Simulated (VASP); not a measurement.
Write the native input for VASP 6.6.1 that does the following.

| Item | Value |
| --- | --- |
| Task | single point |
| Functional | PBE |
| Potentials or basis | VASP PAW PBE potentials, release 64 (P) |
| Cutoff | 520 eV |
| k mesh | 6 × 6 × 16 |
| Occupations | gaussian, width 0.1 eV |
| Spin | no spin polarisation |
| Dipole correction | no |
| Further INCAR settings | ALGO = Normal; EDIFF = 1e-06; NBANDS = 24 |

The structure of P lies in POSCAR:

```
P
1.0
    6.1932788123      0.0000000000      0.0000000000
    0.0000000000      6.1932788123      0.0000000000
    0.0000000000      0.0000000000      2.4501820955
P
6
Direct
    0.5000000000      0.5000000000      0.0000000000
    0.0000000000      0.0000000000      0.0000000000
    0.8703648478      0.6296351522      0.0000000000
    0.1296351522      0.3703648478      0.0000000000
    0.6296351522      0.1296351522      0.0000000000
    0.3703648478      0.8703648478      0.0000000000
```

One way to write it, as run:

INCAR

```
SYSTEM = P
  PREC = Accurate
  ENCUT = 520
  EDIFF = 1E-6
  ISMEAR = 0
  SIGMA = 0.1
  LREAL = .FALSE.
  LASPH = .TRUE.
  NELM = 80
  ALGO = Normal
  ISIF = 2
  LWAVE = .FALSE.
  LCHARG = .TRUE.
  GGA = PE
  LELF = .TRUE.
  LVHAR = .TRUE.
  NBANDS = 24
```

KPOINTS

```
regular mesh
0
G
  6 6 16
  0 0 0
```

Potentials or basis: VASP PAW PBE potentials, release 64 (P).

Run with:

```console
$ cat potpaw_PBE.64/P/POTCAR > POTCAR
$ mpirun -np 1 vasp_std > vasp.out
```

It gave:

| Quantity | Value |
| --- | --- |
| Pressure | -0.2 GPa |
| Largest force | 0.019 eV/Å |
| Band gap on the k mesh | zero (band 15 reaches 11.06 eV, above the bottom of band 16 at 5.65 eV) |

Wall time 2.3 min on 1 thread of Oxide Virtual Turin-like Processor, on a shared host, peak memory 0.24 GiB.
